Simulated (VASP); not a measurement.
A run of VASP 6.6.1 is set up as follows.

INCAR

```
PREC = Accurate
ENCUT = 520
EDIFF = 1E-8
ISMEAR = 0
SIGMA = 0.01
LREAL = F
LASPH = T
NELM = 60
ALGO = Normal
ISIF = 2
LWAVE = F
LCHARG = F
GGA = PS
NBANDS = 33
IBRION = 8
NSW = 1
LEPSILON = T
```

The input KPOINTS:

```
regular mesh
0
Gamma
  6 6 4
```

POSCAR

```
HfSnO4
1.0
    3.5629525966      0.0000000000      0.0000000000
    0.0000000000      3.5629525966      0.0000000000
    0.0000000000      0.0000000000      5.3181175260
Hf Sn O
1 1 4
Direct
    0.5000000000      0.5000000000      0.5000000000
    0.0000000000      0.0000000000      0.0000000000
    0.5000000000      0.0000000000      0.6837917451
    0.0000000000      0.5000000000      0.8112081431
    0.0000000000      0.5000000000      0.3162082549
    0.5000000000      0.0000000000      0.1887918569
```

Potentials or basis: VASP PAW PBE potentials, release 64 (Hf_pv, Sn_d, O).

Run with:

```console
$ cat potpaw_PBE.64/Hf_pv/POTCAR potpaw_PBE.64/Sn_d/POTCAR potpaw_PBE.64/O/POTCAR > POTCAR
$ mpirun -np 1 vasp_std > vasp.out
```

Task: Predict the electronic dielectric tensor (diagonal).

Result: 5.37, 5.37, 5.10.

Task: Estimate the Born charges (mean of the diagonal).

Result: Hf +5.14; Sn +4.45; O -2.59, -2.20 (each value once) e.

Task: What does it give for the highest phonon frequency at Γ, LO-TO splitting left out?

Result: 682 cm⁻¹.

Phonon frequencies in cm⁻¹ (negative: imaginary):
```
              q point                                                        frequencies
(0.000, 0.000, 0.000)  -1 -1 0 34 34 126 126 207 319 366 371 371 525 525 577 590 682 682
```

Caveat: the cell stands under pressure or tension, which shifts response properties.
